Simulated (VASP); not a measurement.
# V (Im-3m) in VASP: a series of runs

V is run at these levels: PBE, LDA, PBEsol-based screened hybrid; tasks: single point, relaxation of cell and atoms.

Program: VASP 6.6.1. These are calculated values, not measurements. Logs are shortened: lines on timing, memory, paths and dates and some standing lists are left out, and cuts for length are marked.

## (1) The cell of the first run

It takes space group Im-3m (No. 229, cubic). The conventional cell has a = 3.029 Å, b = 3.029 Å, c = 3.029 Å, α = 90.00°, β = 90.00°, γ = 90.00°. V (site symmetry m-3m) has 14 V at 2.62 to 3.03 Å within 3.5 Å.

## (2) Single point, PBE, collinear spin, ferromagnetic start

INCAR

```
SYSTEM = V
PREC = Accurate
ENCUT = 520
EDIFF = 1E-6
ISMEAR = 0
SIGMA = 0.011
LREAL = .FALSE.
LASPH = .TRUE.
NELM = 150
ALGO = Normal
ISIF = 2
LWAVE = .FALSE.
LCHARG = .FALSE.
ISPIN = 2
MAGMOM = 2
LORBIT = 11
LMAXMIX = 4
GGA = PE
NBANDS = 16
```

KPOINTS

```
regular mesh
0
G
  12 12 12
  0 0 0
```

POSCAR

```
V
1.0
   -1.5143500000      1.5143500000      1.5143500000
    1.5143500000     -1.5143500000      1.5143500000
    1.5143500000      1.5143500000     -1.5143500000
V
1
Direct
    0.0000000000      0.0000000000      0.0000000000
```

Potentials or basis: VASP PAW PBE potentials, release 64 (V_sv).

Started as:

```console
> cat potpaw_PBE.64/V_sv/POTCAR > POTCAR
> mpirun -np 1 vasp_std > vasp.out
```

OUTCAR:

```text
SYSTEM = V
   PREC = Accurate
   ENCUT = 520
   EDIFF = 1E-6
   ISMEAR = 0
   LREAL = .FALSE.
   LASPH = .TRUE.
   NELM = 150
   ISIF = 2
   ISPIN = 2
   LORBIT = 11
   GGA = PE

 ion  position               nearest neighbor table
   1  0.000  0.000  0.000-

  LATTYP: Found a body centered cubic cell.
 ALAT       =     3.0287000000

  Lattice vectors:

 A1 = (  -1.5143500000,   1.5143500000,   1.5143500000)
 A2 = (   1.5143500000,  -1.5143500000,   1.5143500000)
 A3 = (   1.5143500000,   1.5143500000,  -1.5143500000)

Analysis of symmetry for initial positions (statically):
=====================================================================
 Subroutine PRICEL returns:
 Original cell was already a primitive cell.

 Routine SETGRP: Setting up the symmetry group for a
 body centered cubic supercell.

 Subroutine GETGRP returns: Found 48 space group operations
 (whereof 48 operations were pure point group operations)
 out of a pool of 48 trial point group operations.

The static configuration has the point symmetry O_h .

Analysis of symmetry for dynamics (positions and initial velocities):
=====================================================================
 Subroutine PRICEL returns:
 Original cell was already a primitive cell.

 Routine SETGRP: Setting up the symmetry group for a
 body centered cubic supercell.

 Subroutine GETGRP returns: Found 48 space group operations
 (whereof 48 operations were pure point group operations)
 out of a pool of 48 trial point group operations.

The dynamic configuration has the point symmetry O_h .

Analysis of structural, dynamic, and magnetic symmetry:
=====================================================================
 Subroutine PRICEL returns:
 Original cell was already a primitive cell.

 Routine SETGRP: Setting up the symmetry group for a
 body centered cubic supercell.

 Subroutine GETGRP returns: Found 48 space group operations
 (whereof 48 operations were pure point group operations)
 out of a pool of 48 trial point group operations.

The overall configuration has the point symmetry O_h .

 Subroutine INISYM returns: Found 48 space group operations
 (whereof 48 operations are pure point group operations),
 and found     1 'primitive' translations

----------------------------------------------------------------------------------------

                                     Primitive cell

  volume of cell :      13.8912

  direct lattice vectors                    reciprocal lattice vectors
    -1.514350000  1.514350000  1.514350000     0.000000000  0.330174662  0.330174662
     1.514350000 -1.514350000  1.514350000     0.330174662  0.000000000  0.330174662
     1.514350000  1.514350000 -1.514350000     0.330174662  0.330174662  0.000000000

  length of vectors
     2.622931140  2.622931140  2.622931140     0.466937486  0.466937486  0.466937486

  position of ions in fractional coordinates (direct lattice)
     0.000000000  0.000000000  0.000000000

  ion indices of the primitive-cell ions
   primitive index   ion index
                 1           1

----------------------------------------------------------------------------------------

 KPOINTS: regular mesh

Automatic generation of k-mesh.
 Grid dimensions read from file:
 generate k-points for:   12   12   12

 Generating k-lattice:

  Cartesian coordinates                     Fractional coordinates (reciprocal lattice)
     0.000000000  0.027514555  0.027514555     0.083333333  0.000000000  0.000000000
     0.027514555  0.000000000  0.027514555     0.000000000  0.083333333  0.000000000
     0.027514555  0.027514555  0.000000000     0.000000000  0.000000000  0.083333333

  Length of vectors
     0.038911457  0.038911457  0.038911457

  Shift w.r.t. Gamma in fractional coordinates (k-lattice)
     0.000000000  0.000000000  0.000000000

 Subroutine IBZKPT returns following result:
 ===========================================

 Found     72 irreducible k-points:

 Following reciprocal coordinates:
            Coordinates               Weight
  0.000000  0.000000  0.000000      1.000000
  0.083333  0.000000  0.000000     12.000000
  0.166667  0.000000  0.000000     12.000000
  0.250000  0.000000  0.000000     12.000000
  0.333333  0.000000  0.000000     12.000000
  0.416667  0.000000  0.000000     12.000000
[... 16 lines left out ...]
  0.333333  0.083333  0.083333     24.000000
  0.416667  0.083333  0.083333     12.000000
 [... further k-points ...]
   k-points           NKPTS =     72   k-points in BZ     NKDIM =     72   number of bands    NBANDS=     16
   number of dos      NEDOS =    301   number of ions     NIONS =      1
   total plane-waves  NPLWV =   8000
   dimension x,y,z NGX =    20 NGY =   20 NGZ =   20
   dimension x,y,z NGXF=    40 NGYF=   40 NGZF=   40
   ions per type =               1
   NGX,Y,Z   is equivalent  to a cutoff of  12.68, 12.68, 12.68 a.u.
   NGXF,Y,Z  is equivalent  to a cutoff of  25.35, 25.35, 25.35 a.u.
 SYSTEM =  V
   PREC   = accura    normal or accurate (medium, high low for compatibility)
   ISTART =      0    job   : 0-new  1-cont  2-samecut
   ICHARG =      2    charge: 1-file 2-atom 10-const
   ISPIN  =      2    spin polarized calculation?
   LNONCOLLINEAR =      F non collinear calculations
   LSORBIT =      F    spin-orbit coupling
   LASPH  =      T    aspherical Exc in radial PAW
   ENCUT  =  520.0 eV  38.22 Ry    6.18 a.u.   4.88  4.88  4.88*2*pi/ulx,y,z
   NELM   =    150;   NELMIN=  2; NELMDL= -5     # of ELM steps
   EDIFF  = 0.1E-05   stopping-criterion for ELM
   LREAL  =      F    real-space projection
[... 7 lines left out ...]
   TEBEG  =    0.0;   TEEND  =   0.0 temperature during run
   PSTRESS=    0.0 pullay stress
   NELECT =      13.0000    total number of electrons
   NUPDOWN=      -1.0000    fix difference up-down
   EMIN   =  10.00;   EMAX   =-10.00  energy-range for DOS
   EFERMI =   0.00;   METHOD = LEGACY
   ISMEAR =     0;   SIGMA  =   0.01  broadening in eV -4-tet -1-fermi 0-gaus
   EFERMI_NEDOS =   21; number of points for ismear=-14 and -15
   IALGO  =     38    algorithm
   IMIX   =      4    mixing-type and parameters
     AMIX     =   0.40;   BMIX     =  1.00
     AMIX_MAG =   1.60;   BMIX_MAG =  1.00
  volume/ion in A,a.u.               =      13.89        93.74
  Fermi-wavevector in a.u.,A,eV,Ry     =   1.601313  3.026044 34.888125  2.564205
  Thomas-Fermi vector in A             =   2.698311
   LORBIT       =     11    0 simple, 1 ext, 2 COOP (PROOUT), +10 PAW based schemes
   GGA     = PE    functional components
   LHFCALC =     F    Hartree Fock is set to
   AEXX    =    0.0000 exact exchange contribution
   IVDW    =     0    specifies the selected vdW correction
   LEPSILON=     F    determine dielectric tensor
   LRPA    =     F    only Hartree local field effects (RPA)
 spin polarized calculation
 Gauss-broadening in eV      SIGMA  =   0.01
  energy-cutoff  :      520.00
  volume of cell :       13.89
 maximum number of plane-waves:       384
   NGX =  9   NGY =  9   NGZ =  9

 number of electron      12.9999997 magnetization       0.1247137

 Free energy of the ion-electron system (eV)
  ---------------------------------------------------
  ext. energy  EPLUGINS =         0.00000000
  ---------------------------------------------------
  free energy    TOTEN  =        -8.97812851 eV

  energy without entropy =       -8.97801992  energy(sigma->0) =       -8.97807422

 E-fermi :   9.2855     XC(G=0): -12.7398

 val. band max:        9.2777304224   @ k =   0.3333   0.1667  -0.0000
 cond. band min:       9.2896080503   @ k =  -0.2500   0.2500   0.1667
 fundamental gap:      0.0118776279
 Fermi energy:         9.2855030972

 spin component 1

 k-point     1 :       0.0000    0.0000    0.0000
  band No.  band energies     occupation
      1     -54.4900      1.00000
      2     -27.8374      1.00000
      3     -27.8374      1.00000
      4     -27.8374      1.00000
      5       2.7786      1.00000
      6       9.6661      0.00000
[... 8 lines left out ...]
     15      36.3375      0.00000
     16      40.3122      0.00000

 k-point     2 :       0.0833    0.0000    0.0000
  band No.  band energies     occupation
      1     -54.4785      1.00000
      2     -27.8942      1.00000
      3     -27.8549      1.00000
      4     -27.8378      1.00000
      5       3.0499      1.00000
      6       9.5540      0.00000
[... 8 lines left out ...]
     15      36.7581      0.00000
     16      37.9777      0.00000
[... 387 lines left out ...]
      5       6.6307      1.00000
      6       8.1815      1.00000
[... 8 lines left out ...]
     15      37.8241      0.00000
     16      39.0232      0.00000

 k-point    24 :       0.4167    0.0833    0.0833
  band No.  band energies     occupation
      1     -54.3120      1.00000
      2     -28.5958      1.00000
      3     -28.1306      1.00000
      4     -27.8952      1.00000
      5       6.6481      1.00000
      6       8.1084      1.00000
[... 8 lines left out ...]
     15      38.0227      0.00000
     16      38.4687      0.00000

 [... further k-points ...]

 spin component 2

 k-point     1 :       0.0000    0.0000    0.0000
  band No.  band energies     occupation
      1     -54.3897      1.00000
      2     -27.7377      1.00000
      3     -27.7377      1.00000
      4     -27.7377      1.00000
      5       2.8428      1.00000
      6       9.7853      0.00000
[... 8 lines left out ...]
     15      36.3658      0.00000
     16      40.4222      0.00000

 k-point     2 :       0.0833    0.0000    0.0000
  band No.  band energies     occupation
      1     -54.3782      1.00000
      2     -27.7945      1.00000
      3     -27.7552      1.00000
      4     -27.7381      1.00000
      5       3.1140      1.00000
      6       9.6726      0.00000
[... 8 lines left out ...]
     15      36.7993      0.00000
     16      38.0741      0.00000
[... 387 lines left out ...]
      5       6.7131      1.00000
      6       8.2919      1.00000
[... 8 lines left out ...]
     15      37.9020      0.00000
     16      39.0953      0.00000

 k-point    24 :       0.4167    0.0833    0.0833
  band No.  band energies     occupation
      1     -54.2116      1.00000
      2     -28.4965      1.00000
      3     -28.0308      1.00000
      4     -27.7957      1.00000
      5       6.7325      1.00000
      6       8.2188      1.00000
[... 8 lines left out ...]
     15      38.0986      0.00000
     16      38.5414      0.00000

 [... further k-points ...]
[... 5 lines left out ...]
  --------------------------------------------------------------------------------------
  -------------------------------------------------------------------------------------
  Total       -0.4386906     -0.4386906     -0.4386906     -0.0000000     -0.0000000     -0.0000000
  in kB      -50.5976300    -50.5976300    -50.5976300     -0.0000000     -0.0000000     -0.0000000
  external PRESSURE =     -50.5976300 kB  Pullay stress =       0.0000000 kB

 VOLUME and BASIS-vectors are now :
 -----------------------------------------------------------------------------
  energy-cutoff  :      520.00
  volume of cell :       13.89
      direct lattice vectors                 reciprocal lattice vectors
    -1.514350000  1.514350000  1.514350000     0.000000000  0.330174662  0.330174662
     1.514350000 -1.514350000  1.514350000     0.330174662  0.000000000  0.330174662
     1.514350000  1.514350000 -1.514350000     0.330174662  0.330174662  0.000000000

 POSITION                                       TOTAL-FORCE (eV/Angst)
 -----------------------------------------------------------------------------------
      0.00000      0.00000      0.00000         0.000000      0.000000     -0.000000
 -----------------------------------------------------------------------------------
    total drift:                                0.000000     -0.000000      0.000000

  FREE ENERGIE OF THE ION-ELECTRON SYSTEM (eV)
  ---------------------------------------------------
  free  energy   TOTEN  =        -8.9781285100 eV

  energy  without entropy=       -8.9780199227  energy(sigma->0) =       -8.97807422

 total charge

# of ion       s       p       d       tot
------------------------------------------
    1        2.332   6.214   3.051  11.597

 magnetization (x)

# of ion       s       p       d       tot
------------------------------------------
    1        0.001   0.003   0.104   0.109
```

Wall time 19 s (1 thread of Intel Xeon Platinum 8559C (Emerald Rapids), shared host); peak memory 0.14 GiB.

What came out:

```
Free energy                                           : -8.9781 eV
Pressure                                              : -5.1 GPa
Net moment                                            : 0.12 μB per cell
Site moments                                          : V +0.11 μB
Valence electrons inside the program's atomic spheres : V 11.60
```

Levels at points of the mesh, in eV from the Fermi level:
Spin up:
```tsv
k point	band 2	band 3	band 4	band 5	band 6	band 7	band 8	band 9	band 10	band 11
(0.00, 0.00, 0.00)	-37.12	-37.12	-37.12	-6.51	0.38	0.38	0.38	2.34	2.34	20.26
(0.50, 0.00, 0.00)	-37.94	-37.38	-37.13	-3.07	-1.09	1.55	2.32	2.68	3.92	9.78
(0.50, 0.50, 0.50)	-37.68	-37.68	-37.68	-2.84	-2.84	3.55	3.55	3.55	9.92	9.92
```
Spin down:
```tsv
k point	band 3	band 4	band 5	band 6	band 7	band 8	band 9	band 10
(0.00, 0.00, 0.00)	-37.02	-37.02	-6.44	0.50	0.50	0.50	2.40	2.40
(0.50, 0.00, 0.00)	-37.28	-37.03	-2.99	-0.98	1.61	2.41	2.75	4.04
(0.50, 0.50, 0.50)	-37.58	-37.58	-2.79	-2.79	3.67	3.67	3.67	10.00
```

## (3) Single point, PBE, collinear spin, ferromagnetic start

INCAR

```
SYSTEM = V
PREC = Accurate ; ENCUT = 520
EDIFF = 1E-7 ; ISMEAR = 0
SIGMA = 0.024 ; LREAL = .False.
LASPH = .True. ; NELM = 150
ALGO = Fast ; ISIF = 2
LWAVE = .False. ; LCHARG = .True.
ISPIN = 2 ; MAGMOM = 2
LORBIT = 11 ; LMAXMIX = 4
GGA = PE ; LELF = .True.
LVHAR = .True. ; NBANDS = 16
```

KPOINTS

```
Automatic mesh
0
Gamma
  12 12 12
  0 0 0
```

POSCAR is that of step 2.

Potentials or basis: VASP PAW PBE potentials, release 64 (V_sv).

Started as:

```console
> cat potpaw_PBE.64/V_sv/POTCAR > POTCAR
> mpirun -np 1 vasp_std > vasp.out
```

OUTCAR:

```text
SYSTEM = V
   PREC = Accurate
   ENCUT = 520
   EDIFF = 1E-7
   ISMEAR = 0
   LREAL = .False.
   LASPH = .True.
   NELM = 150
   ISIF = 2
   ISPIN = 2
   LORBIT = 11
   GGA = PE

 ion  position               nearest neighbor table
   1  0.000  0.000  0.000-

  LATTYP: Found a body centered cubic cell.
 ALAT       =     3.0287000000

  Lattice vectors:

 A1 = (  -1.5143500000,   1.5143500000,   1.5143500000)
 A2 = (   1.5143500000,  -1.5143500000,   1.5143500000)
 A3 = (   1.5143500000,   1.5143500000,  -1.5143500000)

Analysis of symmetry for initial positions (statically):
=====================================================================
 Subroutine PRICEL returns:
 Original cell was already a primitive cell.

 Routine SETGRP: Setting up the symmetry group for a
 body centered cubic supercell.

 Subroutine GETGRP returns: Found 48 space group operations
 (whereof 48 operations were pure point group operations)
 out of a pool of 48 trial point group operations.

The static configuration has the point symmetry O_h .

Analysis of symmetry for dynamics (positions and initial velocities):
[... 185 lines left out ...]
      3     -27.8356      1.00000
      4     -27.8356      1.00000
      5       2.7775      1.00000
      6       9.6660      0.00000
[... 435 lines left out ...]
      5       6.6478      1.00000
      6       8.1080      1.00000
[... 8 lines left out ...]
     15      38.0221      0.00000
     16      38.4674      0.00000

 [... further k-points ...]

 spin component 2

 k-point     1 :       0.0000    0.0000    0.0000
  band No.  band energies     occupation
      1     -54.3871      1.00000
      2     -27.7352      1.00000
      3     -27.7352      1.00000
      4     -27.7352      1.00000
      5       2.8441      1.00000
      6       9.7885      0.00000
[... 435 lines left out ...]
      5       6.7344      1.00000
      6       8.2217      1.00000
[... 8 lines left out ...]
     15      38.1002      0.00000
     16      38.5428      0.00000

 [... further k-points ...]
[... 5 lines left out ...]
  --------------------------------------------------------------------------------------
  -------------------------------------------------------------------------------------
  Total       -0.4384991     -0.4384991     -0.4384991     -0.0000000     -0.0000000     -0.0000000
  in kB      -50.5755388    -50.5755388    -50.5755388     -0.0000000     -0.0000000     -0.0000000
  external PRESSURE =     -50.5755388 kB  Pullay stress =       0.0000000 kB

 VOLUME and BASIS-vectors are now :
 -----------------------------------------------------------------------------
  energy-cutoff  :      520.00
  volume of cell :       13.89
      direct lattice vectors                 reciprocal lattice vectors
    -1.514350000  1.514350000  1.514350000     0.000000000  0.330174662  0.330174662
     1.514350000 -1.514350000  1.514350000     0.330174662  0.000000000  0.330174662
     1.514350000  1.514350000 -1.514350000     0.330174662  0.330174662  0.000000000

 POSITION                                       TOTAL-FORCE (eV/Angst)
 -----------------------------------------------------------------------------------
      0.00000      0.00000      0.00000        -0.000000      0.000000     -0.000000
 -----------------------------------------------------------------------------------
    total drift:                                0.000000      0.000000      0.000000

  FREE ENERGIE OF THE ION-ELECTRON SYSTEM (eV)
  ---------------------------------------------------
  free  energy   TOTEN  =        -8.9783380249 eV

  energy  without entropy=       -8.9778017050  energy(sigma->0) =       -8.97806986

 total charge

# of ion       s       p       d       tot
------------------------------------------
    1        2.332   6.214   3.052  11.598

 magnetization (x)

# of ion       s       p       d       tot
------------------------------------------
    1        0.001   0.004   0.105   0.110
```

stdout:

```text
POSCAR found type information on POSCAR V
 POSCAR found :  1 types and       1 ions
 scaLAPACK will be used
 LDA part: xc-table for (Slater+PW92), standard interpolation
 POSCAR, INCAR and KPOINTS ok, starting setup
 FFT: planning ... GRIDC
 FFT: planning ... GRID_SOFT
 FFT: planning ... GRID
 WAVECAR not read
 entering main loop
```

Wall time 22 s (1 thread of Intel Xeon Platinum 8559C (Emerald Rapids), shared host); peak memory 0.14 GiB.

What came out:

```
Free energy                                           : -8.9783 eV
Pressure                                              : -5.1 GPa
Net moment                                            : 0.13 μB per cell
Site moments                                          : V +0.11 μB
Valence electrons inside the program's atomic spheres : V 11.60
```

[end of part 1 of 2]
